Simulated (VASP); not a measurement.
Input of a VASP 6.6.1 run:

The input INCAR:

```
ALGO = Normal ; EDIFF = 1E-7
EDIFFG = -0.01 ; ENCUT = 500
GGA = PS ; GGA_COMPAT = F
IBRION = 2 ; ISIF = 3
ISMEAR = 0 ; LASPH = T
LCHARG = F ; LREAL = F
LWAVE = F ; NELM = 120
NELMIN = 4 ; NSW = 80
PREC = Accurate ; PSTRESS = 600.0
SIGMA = 0.05
```

File KPOINTS:

```
k-points
0
Gamma
  8 8 8
```

POSCAR

```
Sn
1.0
    1.8650000000      1.8650000000      1.8650000000
   -1.8650000000      1.8650000000      1.8650000000
   -1.8650000000     -1.8650000000      1.8650000000
Sn
1
Direct
    0.0000000000      0.0000000000      0.0000000000
```

Potentials or basis: VASP PAW PBE potentials, release 64 (Sn_d).

Run with:

```console
$ cat potpaw_PBE.64/Sn_d/POTCAR > POTCAR
$ mpirun -np 1 vasp_std > vasp.out
```

**Question.** Predict the space group after relaxing (to 0.05 Å).

**Answer.** Im-3m (No. 229).

**Question.** Predict the relaxed volume.

**Answer.** 17.38 Å³/atom.

**Question.** Predict the relaxed cell.

**Answer.** a = 2.826 Å, b = 2.826 Å, c = 2.826 Å, α = 70.53°, β = 109.47°, γ = 70.53°.

Step by step:
```
step  energy change (eV)  largest force (eV/Å)  pressure (GPa)  volume (Å³)
   1              0.0000                0.0000            0.21        25.95
   2            103.8410                0.0000         7402.60         3.93
   3              0.1132                0.0000           11.90        22.52
   4              0.2111                0.0000           17.86        21.46
   5              1.3835                0.0000           72.10        16.73
   6              1.0592                0.0000           57.39        17.54
   7              1.1143                0.0000           59.88        17.39
   8              1.1710                0.0000           62.45        17.24
   9              0.9667                0.0000           53.25        17.81
  10              1.1168                0.0000           59.98        17.38
```

Caveat: the cell is relaxed towards a set pressure, so the enthalpy falls and the energy may rise; the volume moved by over 15 % at a fixed basis, so the end points are rough; the PAW data sets were made with another functional, which shifts forces and pressure a little.
